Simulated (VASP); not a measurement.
HfN, 4 atoms in the cell. Symmetry: P6_3/mmc, No. 194, hexagonal system. The conventional cell has a = 3.119 Å, b = 3.119 Å, c = 5.380 Å, α = 90.00°, β = 90.00°, γ = 120.00°. Hf (site symmetry -6m2) has 6 N at 2.25 Å and 12 Hf at 3.12 to 3.24 Å within 3.3 Å. N (site symmetry -3m) has 6 Hf at 2.25 Å and 8 N at 2.69 to 3.12 Å within 3.2 Å. 

| Property | Result |
| --- | --- |
| Program | VASP 6.6.1 |
| Task | single point |
| Functional | PBEsol |
| Potentials or basis | VASP PAW PBE potentials, release 64 (Hf_pv, N) |
| Cutoff | 520 eV |
| k mesh | 10 × 10 × 5 |
| Occupations | fermi-dirac, width 0.05 eV |
| Spin | no spin polarisation |
| Dipole correction | no |
| Further INCAR settings | ALGO = Normal; EDIFF = 1e-06; NBANDS = 23 |

Potentials or basis: VASP PAW PBE potentials, release 64 (Hf_pv, N).

Command:

```bash
$ cat potpaw_PBE.64/Hf_pv/POTCAR potpaw_PBE.64/N/POTCAR > POTCAR
$ mpirun -np 1 vasp_std > vasp.out
```

Hardware: 1 thread of Intel(R) Xeon(R) Platinum 8488C (Sapphire Rapids), with other jobs on the host.

Question: Estimate the wall time of this run.

Answer: Wall time 42 s on 1 thread of Intel(R) Xeon(R) Platinum 8488C (Sapphire Rapids), on a shared host, peak memory 0.18 GiB. Counts: scf iterations 13, k points 42.
